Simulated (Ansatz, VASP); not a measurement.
## Two plane-wave programs on NaCaSe6

```
Na Ca Se
1.0
     0.00000    5.78604    5.78604
     5.78604    0.00000    5.78604
     5.78604    5.78604    0.00000
Na Ca Se
1 1 6
Direct
  0.00000 0.00000 0.00000
  0.50000 0.50000 0.50000
  0.75417 0.24583 0.24583
  0.24583 0.75417 0.24583
  0.24583 0.24583 0.75417
  0.24583 0.75417 0.75417
  0.75417 0.24583 0.75417
  0.75417 0.75417 0.24583
```

Alike in both runs: task relaxation of cell and atoms; functional PBE; k mesh 6 × 6 × 6; occupations gaussian, width 0.1 eV; no spin polarisation.

```csv
,VASP,Ansatz
version,VASP 6.6.1,Ansatz 0.2.0
potentials or method,"VASP PAW PBE potentials, release 64 (Na_pv, Ca_sv, Se), cutoff 600 eV","scalar-relativistic, plane waves, PAW"
valence electrons in the cell,53,115
```

|  | VASP | Ansatz | Ansatz less VASP |
| --- | --- | --- | --- |
| gap on the k mesh at the Fermi level, each at its own relaxed structure (eV) | none | none | - |
| relaxed volume (Å³/atom) | 39.27 | 39.22 | -0.045 |
| relaxed length of the cell vector where the two differ most in proportion (Å) | 7.630 | 7.627 | -0.0029 |

A gap of «none» marks a metal or a gap that the smearing closes. VASP's potentials hold 53 valence electrons a cell and Ansatz's 115, so a difference there can come from the potentials and not from the codes. Ansatz's warnings: xc potential rough in thin density.

Noted on VASP's run: the volume moved by over 15 % at a fixed basis, so the end points are rough.
